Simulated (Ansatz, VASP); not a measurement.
# Two plane-wave programs on Mg2Si3N

```
Mg Si N
1.0
     4.11506    0.00000    0.00000
    -2.05753    3.56375    0.00000
     0.00000    0.00000    9.12447
Mg Si N
2 3 1
Cartesian
  0.0000 0.0000 7.1232
  0.0000 0.0000 2.0012
  0.0000 2.3758 0.0000
  2.0575 1.1879 0.0000
  0.0000 0.0000 4.5622
  0.0000 0.0000 0.0000
```

Alike in both runs: functional PBE; k mesh 4 × 4 × 3; occupations gaussian, width 0.2 eV; no spin polarisation.

Ansatz relaxed the structure, and its values are those at the end. VASP's run is a single point on that final structure, the one shown.

|  | VASP | Ansatz |
| --- | --- | --- |
| version | VASP 6.6.1 | Ansatz 0.2.0 |
| potentials or method | VASP PAW PBE potentials, release 64 (Mg, Si, N), cutoff 600 eV | scalar-relativistic, plane waves, PAW |
| valence electrons in the cell | 21 | 37 |

Ansatz gave:

* gap on the k mesh at the Fermi level (eV): none
* pressure (GPa): -0.3
* rms of the force components (eV/Å): 0.026

Question: What did VASP give for the same quantities?

Answer: gap on the k mesh at the Fermi level (eV): none; pressure (GPa): -0.4; rms of the force components (eV/Å): 0.024.

A gap of «none» marks a metal or a gap that the smearing closes. With one functional, cell and mesh, what is left measures potentials, basis and numerics. VASP's potentials hold 21 valence electrons a cell and Ansatz's 37, so a difference there can come from the potentials and not from the codes.

The k mesh is coarse, so the values compare programs but aren't converged.
